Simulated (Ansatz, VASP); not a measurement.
# Al3Cu: VASP beside Ansatz

```
Al Cu
1.0
     2.69057    0.00000    0.00000
     0.00000    2.69057    0.00000
     0.00000    0.00000    7.59186
Al Cu
3 1
Direct
  0.00000 0.00000 0.50000
  0.50000 0.50000 0.22264
  0.50000 0.50000 0.77736
  0.00000 0.00000 0.00000
```

Change from the starting cell: strain -0.030 along x and y, +0.000 along z, atoms carried along.

Alike in both runs: task single point; functional r2SCAN; k mesh 18 × 18 × 6; occupations gaussian, width 0.15 eV; no spin polarisation.

```csv
,VASP,Ansatz
version,VASP 6.6.1,Ansatz 0.2.0
potentials or method,"VASP PAW PBE potentials, release 64 (Al, Cu), cutoff 520 eV","scalar-relativistic, plane waves, PAW"
valence electrons in the cell,20,28
```

```tsv
	VASP	Ansatz	Ansatz less VASP
gap on the k mesh at the Fermi level (eV)	none	none	-
pressure (GPa)	7.6	7.8	+0.27
traceless stress, the component that is largest in VASP (GPa)	-4.62	-4.65	-0.023
rms of the force components (eV/Å)	0.108	0.101	-0.0069
```

VASP's potentials were made for PBE, not for r2SCAN. Atom by atom the forces differ by 0.007 eV/Å (rms over components). A gap of «none» marks a metal or a gap that the smearing closes. VASP's potentials hold 20 valence electrons a cell and Ansatz's 28, so a difference there can come from the potentials and not from the codes.
